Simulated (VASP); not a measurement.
Input of a VASP 6.6.1 run:

Contents of INCAR:

```
SYSTEM = BaTiO3
PREC = Accurate
ENCUT = 1000
EDIFF = 1E-8
ISMEAR = -1
SIGMA = 0.05
LREAL = .FALSE.
LASPH = .TRUE.
NELM = 120
ALGO = Normal
ISIF = 2
LWAVE = .FALSE.
LCHARG = .FALSE.
GGA = PS
LEFG = .TRUE.
NBANDS = 28
GGA_COMPAT = .FALSE.
```

File KPOINTS:

```
regular mesh
0
G
  8 8 8
  0 0 0
```

POSCAR

```
BaTiO3
1.0
    4.1036230000      0.0000000000      0.0000000000
    0.0000000000      2.9221615000      2.8458000000
    0.0000000000     -2.9221615000      2.8458000000
Ba Ti O
1 1 3
Direct
    0.0000000000      0.0000000000      0.0000000000
    0.5000000000      0.5079000000      0.5079000000
    0.0000000000      0.4921000000      0.4921000000
    0.5000000000      0.5025100000      0.9937100000
    0.5000000000      0.9937100000      0.5025100000
```

Potentials or basis: VASP PAW PBE potentials, release 64 (Ba_sv, Ti_sv, O_h).

The run is started by

```bash
$ cat potpaw_PBE.64/Ba_sv/POTCAR potpaw_PBE.64/Ti_sv/POTCAR potpaw_PBE.64/O_h/POTCAR > POTCAR
$ mpirun -np 1 vasp_std > vasp.out
```

(1) Predict the largest force.

(2) What does it give for the pressure?

## Answers

(1) 0.346 eV/Å.

(2) -11.0 GPa.

Caveat: the cell differs from its parent crystal (equal xx and yy strain of +3 %); the stress differs along the axes, from -13 to -8 GPa; without QUAD_EFG the Cq values of the log hold for a quadrupole moment of 1 mb, not for the nuclei; the PAW data sets were made with another functional, which shifts forces and pressure a little.
